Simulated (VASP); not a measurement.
# CO2 (k07) (Pa-3) in VASP: notebook

CO2 (k07) is run at these levels: PBE+D3(BJ); tasks: relaxation of cell and atoms.

Program: VASP 6.6.1. These are calculated values, not measurements. Logs are shortened: lines on timing, memory, paths and dates and some standing lists are left out, and cuts for length are marked.

## 1. The cell of the first run

The structure is cubic, space group Pa-3 (No. 205). The conventional cell has a = 5.630 Å, b = 5.630 Å, c = 5.630 Å, α = 90.00°, β = 90.00°, γ = 90.00°. C (site symmetry -3) has 2 O at 1.05 Å within 1.4 Å. Within 1.4 Å of O (site symmetry 3) lie 1 C at 1.05 Å.

## 2. Relaxation of cell and atoms, PBE+D3(BJ), target pressure 3.45 GPa, at which the enthalpy is minimised

Contents of INCAR:

```
  PREC = Accurate
  ENCUT = 600
  EDIFF = 1E-6
  ISMEAR = 0
  SIGMA = 0.1
  LREAL = F
  LASPH = T
  NELM = 80
  ALGO = Normal
  ISIF = 3
  LWAVE = F
  LCHARG = F
  GGA = PE
  IVDW = 12
  IBRION = 2
  NSW = 100
  EDIFFG = -0.05
  PSTRESS = 34.5
```

Contents of KPOINTS:

```
Automatic mesh
0
Gamma
  4 4 4
```

Contents of POSCAR:

```
CO2
1.0
    5.6300000000      0.0000000000      0.0000000000
    0.0000000000      5.6300000000      0.0000000000
    0.0000000000      0.0000000000      5.6300000000
C O
4 8
Direct
    0.0000000000      0.0000000000      0.0000000000
    0.5000000000      0.0000000000      0.5000000000
    0.5000000000      0.5000000000      0.0000000000
    0.0000000000      0.5000000000      0.5000000000
    0.1080000000      0.1080000000      0.1080000000
    0.3920000000      0.8920000000      0.6080000000
    0.6080000000      0.3920000000      0.8920000000
    0.8920000000      0.6080000000      0.3920000000
    0.8920000000      0.8920000000      0.8920000000
    0.6080000000      0.1080000000      0.3920000000
    0.3920000000      0.6080000000      0.1080000000
    0.1080000000      0.3920000000      0.6080000000
```

Potentials or basis: VASP PAW PBE potentials, release 64 (C, O).

The run is started by

```bash
cat potpaw_PBE.64/C/POTCAR potpaw_PBE.64/O/POTCAR > POTCAR
mpirun -np 1 vasp_std > vasp.out
```

OUTCAR:

```text
PREC = Accurate
   ENCUT = 600
   EDIFF = 1E-6
   ISMEAR = 0
   LREAL = F
   LASPH = T
   NELM = 80
   ISIF = 3
   GGA = PE
   IVDW = 12
   IBRION = 2
   NSW = 100
   EDIFFG = -0.05
   PSTRESS = 34.5
 IVDW          = 12

 ion  position               nearest neighbor table
   1  0.000  0.000  0.000-   5 1.05   9 1.05
   2  0.500  0.000  0.500-   6 1.05  10 1.05
   3  0.500  0.500  0.000-   7 1.05  11 1.05
   4  0.000  0.500  0.500-   8 1.05  12 1.05
   5  0.108  0.108  0.108-   1 1.05
   6  0.392  0.892  0.608-   2 1.05
   7  0.608  0.392  0.892-   3 1.05
   8  0.892  0.608  0.392-   4 1.05
   9  0.892  0.892  0.892-   1 1.05
  10  0.608  0.108  0.392-   2 1.05
  11  0.392  0.608  0.108-   3 1.05
  12  0.108  0.392  0.608-   4 1.05

  LATTYP: Found a simple cubic cell.
 ALAT       =     5.6300000000

  Lattice vectors:

 A1 = (   5.6300000000,   0.0000000000,   0.0000000000)
 A2 = (   0.0000000000,   5.6300000000,   0.0000000000)
 A3 = (   0.0000000000,   0.0000000000,   5.6300000000)

Analysis of symmetry for initial positions (statically):
=====================================================================
 Subroutine PRICEL returns:
 Original cell was already a primitive cell.

 Routine SETGRP: Setting up the symmetry group for a
 simple cubic supercell.

 Subroutine GETGRP returns: Found 24 space group operations
 (whereof  6 operations were pure point group operations)
 out of a pool of 48 trial point group operations.

The static configuration has the point symmetry S_6 .
 The point group associated with its full space group is T_h .

Analysis of symmetry for dynamics (positions and initial velocities):
=====================================================================
 Subroutine PRICEL returns:
 Original cell was already a primitive cell.

 Routine SETGRP: Setting up the symmetry group for a
 simple cubic supercell.

 Subroutine GETGRP returns: Found 24 space group operations
 (whereof  6 operations were pure point group operations)
 out of a pool of 48 trial point group operations.

The dynamic configuration has the point symmetry S_6 .
 The point group associated with its full space group is T_h .

 Subroutine INISYM returns: Found 24 space group operations
 (whereof  6 operations are pure point group operations),
 and found     1 'primitive' translations

----------------------------------------------------------------------------------------

                                     Primitive cell

  volume of cell :     178.4535

[... 80 lines left out ...]
   dimension x,y,z NGXF=    96 NGYF=   96 NGZF=   96
   ions per type =               4   8
   NGX,Y,Z   is equivalent  to a cutoff of  14.17, 14.17, 14.17 a.u.
   NGXF,Y,Z  is equivalent  to a cutoff of  28.35, 28.35, 28.35 a.u.
 SYSTEM =  unknown system
   PREC   = accura    normal or accurate (medium, high low for compatibility)
   ISTART =      0    job   : 0-new  1-cont  2-samecut
   ICHARG =      2    charge: 1-file 2-atom 10-const
   ISPIN  =      1    spin polarized calculation?
   LNONCOLLINEAR =      F non collinear calculations
   LSORBIT =      F    spin-orbit coupling
   LASPH  =      T    aspherical Exc in radial PAW
   ENCUT  =  600.0 eV  44.10 Ry    6.64 a.u.  11.24 11.24 11.24*2*pi/ulx,y,z
   NELM   =     80;   NELMIN=  2; NELMDL= -5     # of ELM steps
   EDIFF  = 0.1E-05   stopping-criterion for ELM
   LREAL  =      F    real-space projection
   EDIFFG = -.5E-01   stopping-criterion for IOM
   NSW    =    100    number of steps for IOM
   IBRION =      2    ionic relax: 0-MD 1-quasi-New 2-CG
   NFREE  =      1    steps in history (QN), initial steepest desc. (CG)
   ISIF   =      3    stress and relaxation
   ISYM   =      2    0-nonsym 1-usesym 2-fastsym
   POTIM  = 0.5000    time-step for ionic-motion
   TEBEG  =    0.0;   TEEND  =   0.0 temperature during run
   PSTRESS=   34.5 pullay stress
   NELECT =      64.0000    total number of electrons
   NUPDOWN=      -1.0000    fix difference up-down
   EMIN   =  10.00;   EMAX   =-10.00  energy-range for DOS
   EFERMI =   0.00;   METHOD = LEGACY
   ISMEAR =     0;   SIGMA  =   0.10  broadening in eV -4-tet -1-fermi 0-gaus
   EFERMI_NEDOS =   21; number of points for ismear=-14 and -15
   IALGO  =     38    algorithm
   IMIX   =      4    mixing-type and parameters
     AMIX     =   0.40;   BMIX     =  1.00
     AMIX_MAG =   1.60;   BMIX_MAG =  1.00
  volume/ion in A,a.u.               =      14.87       100.36
  Fermi-wavevector in a.u.,A,eV,Ry     =   1.163125  2.197988 18.406778  1.352860
  Thomas-Fermi vector in A             =   2.299678
   LORBIT       =      0    0 simple, 1 ext, 2 COOP (PROOUT), +10 PAW based schemes
   GGA     = PE    functional components
   LHFCALC =     F    Hartree Fock is set to
   AEXX    =    0.0000 exact exchange contribution
   IVDW    =    12    specifies the selected vdW correction
   LEPSILON=     F    determine dielectric tensor
   LRPA    =     F    only Hartree local field effects (RPA)
 conjugate gradient relaxation of ions
 non-spin polarized calculation
 Gauss-broadening in eV      SIGMA  =   0.10
  energy-cutoff  :      600.00
  volume of cell :      178.45
 maximum number of plane-waves:      6031
 NGX is ok and might be reduce to    48
   NGX = 23   NGY = 23   NGZ = 23

--------------------------------------- Ionic step        1  -------------------------------------------

 number of electron      63.9999969 magnetization

 Free energy of the ion-electron system (eV)
  ---------------------------------------------------
  ext. energy  EPLUGINS =         0.00000000
  ---------------------------------------------------
  free energy    TOTEN  =       -84.08797623 eV

  energy without entropy =      -84.08797623  energy(sigma->0) =      -84.08797623

------------------------ aborting loop because EDIFF is reached ----------------------------------------

 Edisp (eV)   -0.82374

 E8    (eV) :    -0.2095
[... 143 lines left out ...]
  energy  without entropy=      -30.9832477564  energy(sigma->0) =      -31.10456887

  enthalpy is  TOTEN    =       -25.1488822723 eV   P V=        6.0770077143

[... ionic steps 4 to 22 ...]

--------------------------------------- Ionic step       23  -------------------------------------------

 number of electron      63.9999981 magnetization

------------------------ aborting loop because EDIFF is reached ----------------------------------------
[... 99 lines left out ...]
--------------------------------------- Ionic step       25  -------------------------------------------

 number of electron      63.9999979 magnetization

 Free energy of the ion-electron system (eV)
  ---------------------------------------------------
  ext. energy  EPLUGINS =         0.00000000
  ---------------------------------------------------
  free energy    TOTEN  =       -91.69442790 eV

  energy without entropy =      -91.69442790  energy(sigma->0) =      -91.69442790

 E-fermi :  -1.8865     XC(G=0):  -8.8423

 val. band max:       -2.3126977369   @ k =   0.0000   0.0000   0.0000
 cond. band min:       4.6597037592   @ k =   0.0000   0.0000   0.0000
 fundamental gap:      6.9724014961
 Fermi energy:        -1.8865359387

 k-point     1 :       0.0000    0.0000    0.0000
  band No.  band energies     occupation
      1     -23.2197      2.00000
      2     -22.7913      2.00000
      3     -22.7913      2.00000
      4     -22.7913      2.00000
      5     -21.9331      2.00000
      6     -21.9331      2.00000
[... 498 lines left out ...]
  energy  without entropy=      -92.7551030421  energy(sigma->0) =      -92.75510304

  enthalpy is  TOTEN    =       -89.6329290216 eV   P V=        3.1221740205

 reached required accuracy - stopping structural energy minimisation
```

Run time: 28 min. Hardware: 1 thread of Intel Xeon 6975P-C, shared host; peak memory 0.39 GiB.

Results:

| Item | Value |
| --- | --- |
| Free energy | -92.7551 eV |
| Relaxed volume | 12.08 Å³/atom |
| Relaxed cell | a = 5.254 Å, b = 5.254 Å, c = 5.254 Å, α = 90.00°, β = 90.00°, γ = 90.00° |
| Space group after relaxing (to 0.05 Å) | Pa-3 (No. 205) |
| Energy change on relaxing (the enthalpy is what falls) | -653.6 meV/atom |
| Ionic steps | 25 |
| Pressure after relaxing | 3.5 GPa |
| Largest force after relaxing | 0.020 eV/Å |
| Band gap on the k mesh | 6.97 eV, direct |
| Dispersion energy per atom | -0.088 eV |

Forces in eV/Å, atoms in the order of the input:
```
C    0.000  0.000  0.000
C    0.000  0.000  0.000
C    0.000  0.000  0.000
C    0.000  0.000  0.000
O    0.011  0.011  0.011
O   -0.011 -0.011  0.011
O    0.011 -0.011 -0.011
O   -0.011  0.011 -0.011
O   -0.011 -0.011 -0.011
O    0.011  0.011 -0.011
O   -0.011  0.011  0.011
O    0.011 -0.011  0.011
```

The path:
| step | energy change (eV) | largest force (eV/Å) | pressure (GPa) | volume (Å³) |
| --- | --- | --- | --- | --- |
| 1 | 0.0000 | 19.2157 | 47.49 | 178.45 |
| 2 | 58.7391 | 1.6248 | -15.43 | 306.22 |
| 3 | 53.6858 | 2.9449 | -17.33 | 282.22 |
| 4 | 45.5061 | 5.8078 | -23.09 | 258.64 |
| 5 | 17.0021 | 10.9624 | -33.60 | 216.07 |
| 6 | -0.0853 | 9.7045 | -28.12 | 196.66 |
| 7 | -6.3253 | 5.7321 | -16.21 | 187.41 |
| 8 | -7.9010 | 2.1816 | -6.15 | 182.90 |
| 9 | -8.1077 | 0.1218 | 0.20 | 180.67 |
| 10 | -8.1059 | 0.2547 | 0.57 | 180.55 |
| 11 | -8.1049 | 0.3029 | 0.71 | 180.51 |
| 12 | -8.1014 | 0.4312 | 1.32 | 175.03 |
| 13 | -8.0142 | 0.9113 | 4.06 | 159.28 |
| 14 | -7.1992 | 2.2782 | 15.48 | 130.66 |
| 15 | -7.8242 | 1.6095 | 7.86 | 148.80 |
| 16 | -7.8338 | 1.3728 | 7.28 | 147.95 |
| 17 | -7.8347 | 0.6908 | 5.60 | 145.41 |
| 18 | -7.7186 | 0.5736 | 2.49 | 140.42 |
| 19 | -7.8009 | 0.1148 | 4.22 | 143.14 |
| 20 | -7.8032 | 0.1449 | 4.28 | 143.25 |
| 21 | -7.8087 | 0.1338 | 4.18 | 143.47 |
| 22 | -7.8218 | 0.1061 | 3.98 | 144.03 |
| 23 | -7.8469 | 0.0516 | 3.57 | 145.16 |
| 24 | -7.8450 | 0.0558 | 3.60 | 145.07 |
| 25 | -7.8434 | 0.0198 | 3.50 | 144.99 |

Final structure:
```yaml
crystal:
  lattice:
    - [5.25351, 0.00000, 0.00000]
    - [0.00000, 5.25351, 0.00000]
    - [0.00000, 0.00000, 5.25351]
  atoms:
    - { symbol: C, position: [0.00000, 0.00000, 0.00000] }
    - { symbol: C, position: [0.50000, 0.00000, 0.50000] }
    - { symbol: C, position: [0.50000, 0.50000, 0.00000] }
    - { symbol: C, position: [0.00000, 0.50000, 0.50000] }
    - { symbol: O, position: [0.12872, 0.12872, 0.12872] }
    - { symbol: O, position: [0.37128, 0.87128, 0.62872] }
    - { symbol: O, position: [0.62872, 0.37128, 0.87128] }
    - { symbol: O, position: [0.87128, 0.62872, 0.37128] }
    - { symbol: O, position: [0.87128, 0.87128, 0.87128] }
    - { symbol: O, position: [0.62872, 0.12872, 0.37128] }
    - { symbol: O, position: [0.37128, 0.62872, 0.12872] }
    - { symbol: O, position: [0.12872, 0.37128, 0.62872] }
```

Caveat: the cell is relaxed towards a set pressure, so the enthalpy falls and the energy may rise; the volume moved by over 15 % at a fixed basis, so the end points are rough; the relaxation stopped at a loose force limit of 0.05 eV/Å, so its end isn't a converged minimum.

## 3. Relaxation of cell and atoms, PBE+D3(BJ), target pressure 3.45 GPa, at which the enthalpy is minimised

This run uses another cell than the first one, of 12.35 Å³/atom, 0.830 times its volume.

Contents of INCAR:

```
ALGO = Normal
EDIFF = 1E-7
EDIFFG = -0.002
ENCUT = 600
GGA = PE
IBRION = 2
ISIF = 3
ISMEAR = 0
IVDW = 12
LASPH = T
LCHARG = F
LREAL = F
LWAVE = F
NELM = 80
NSW = 100
PREC = Accurate
PSTRESS = 34.5
SIGMA = 0.02
```

Contents of KPOINTS:

```
k-points
0
Gamma
  6 6 6
```

Contents of POSCAR:

```
CO2
1.0
    5.2919777985      0.0000000000      0.0000000000
    0.0000000000      5.2919777985      0.0000000000
    0.0000000000      0.0000000000      5.2919777985
C O
4 8
Direct
    0.0000000000      0.0000000000      0.0000000000
    0.5000000000      0.0000000000      0.5000000000
    0.5000000000      0.5000000000      0.0000000000
    0.0000000000      0.5000000000      0.5000000000
    0.1272598629      0.1272598629      0.1272598629
    0.3727401371      0.8727401371      0.6272598629
    0.6272598629      0.3727401371      0.8727401371
    0.8727401371      0.6272598629      0.3727401371
    0.8727401371      0.8727401371      0.8727401371
    0.6272598629      0.1272598629      0.3727401371
    0.3727401371      0.6272598629      0.1272598629
    0.1272598629      0.3727401371      0.6272598629
```

Potentials or basis: VASP PAW PBE potentials, release 64 (C, O).

The run is started by

```bash
cat potpaw_PBE.64/C/POTCAR potpaw_PBE.64/O/POTCAR > POTCAR
mpirun -np 1 vasp_std > vasp.out
```

Run time: 16 min. Hardware: 1 thread of Intel Xeon 6975P-C, shared host; peak memory 0.35 GiB.

The run converged. Its results:

```yaml
Free_energy: -92.6599 eV
Relaxed_volume: 12.08 Å³/atom
Relaxed_cell: a = 5.254 Å, b = 5.254 Å, c = 5.254 Å, α = 90.00°, β = 90.00°, γ = 90.00°
Space_group_after_relaxing_to_0.05_Å: Pa-3 (No. 205)
Energy_change_on_relaxing_the_enthalpy_is_what_falls: +4.2 meV/atom
Ionic_steps: 10
Pressure_after_relaxing: 3.4 GPa
Band_gap_on_the_k_mesh: 6.97 eV, direct
Dispersion_energy_per_atom: -0.088 eV
```

The path:
| step | energy change (eV) | largest force (eV/Å) | pressure (GPa) | volume (Å³) |
| --- | --- | --- | --- | --- |
| 1 | 0.0000 | 0.5910 | 4.78 | 148.20 |
| 2 | 0.2727 | 2.7239 | -6.32 | 150.42 |
| 3 | -0.0189 | 0.0203 | 2.90 | 148.54 |
| 4 | -0.0188 | 0.0313 | 2.93 | 148.53 |
| 5 | -0.0067 | 0.0270 | 3.03 | 147.86 |
| 6 | 0.0323 | 0.0160 | 3.34 | 145.85 |
| 7 | 0.0516 | 0.0111 | 3.50 | 144.94 |
| 8 | 0.0500 | 0.0114 | 3.48 | 145.01 |
| 9 | 0.0495 | 0.1006 | 3.11 | 145.05 |
| 10 | 0.0499 | 0.0006 | 3.44 | 145.01 |

Final structure:
```
C O
1.0
     5.25376    0.00000    0.00000
     0.00000    5.25376    0.00000
     0.00000    0.00000    5.25376
C O
4 8
Direct
  0.00000 0.00000 0.00000
  0.50000 0.00000 0.50000
  0.50000 0.50000 0.00000
  0.00000 0.50000 0.50000
  0.12875 0.12875 0.12875
  0.37125 0.87125 0.62875
  0.62875 0.37125 0.87125
  0.87125 0.62875 0.37125
  0.87125 0.87125 0.87125
  0.62875 0.12875 0.37125
  0.37125 0.62875 0.12875
  0.12875 0.37125 0.62875
```

Levels at points of the mesh, in eV from the valence-band top:
```tsv
k point	band 30	band 31	band 32	band 33	band 34	band 35
(0.00, 0.00, 0.00)	-0.31	0.00	0.00	6.97	7.66	7.66
(0.50, 0.00, 0.00)	-0.47	-0.10	-0.10	7.60	7.60	7.93
(0.50, 0.50, 0.00)	-0.41	-0.41	-0.41	7.60	7.60	7.60
(0.50, 0.50, 0.50)	-0.49	-0.49	-0.49	7.56	7.56	7.56
```

Caveat: the cell is relaxed towards a set pressure, so the enthalpy falls and the energy may rise.
